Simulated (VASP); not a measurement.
Input of a VASP 6.6.1 run:

INCAR

```
PREC = Accurate
ENCUT = 520
EDIFF = 1E-6
ISMEAR = -1
SIGMA = 0.1
LREAL = F
LASPH = T
NELM = 80
ALGO = Normal
ISIF = 2
LWAVE = F
LCHARG = F
GGA = PS
NBANDS = 12
```

File KPOINTS:

```
Automatic mesh
0
Gamma
  8 8 8
```

The input POSCAR:

```
Ag
1.0
    0.0000000000      2.0342650000      2.0342650000
    2.0342650000      0.0000000000      2.0342650000
    2.0342650000      2.0342650000      0.0000000000
Ag
1
Direct
    0.0000000000      0.0000000000      0.0000000000
```

Potentials or basis: VASP PAW PBE potentials, release 64 (Ag).

Run with:

```sh
$ cat potpaw_PBE.64/Ag/POTCAR > POTCAR
$ mpirun -np 1 vasp_std > vasp.out
```

Estimate the pressure.

-0.8 GPa.

Caveat: the PAW data sets were made with another functional, which shifts forces and pressure a little.
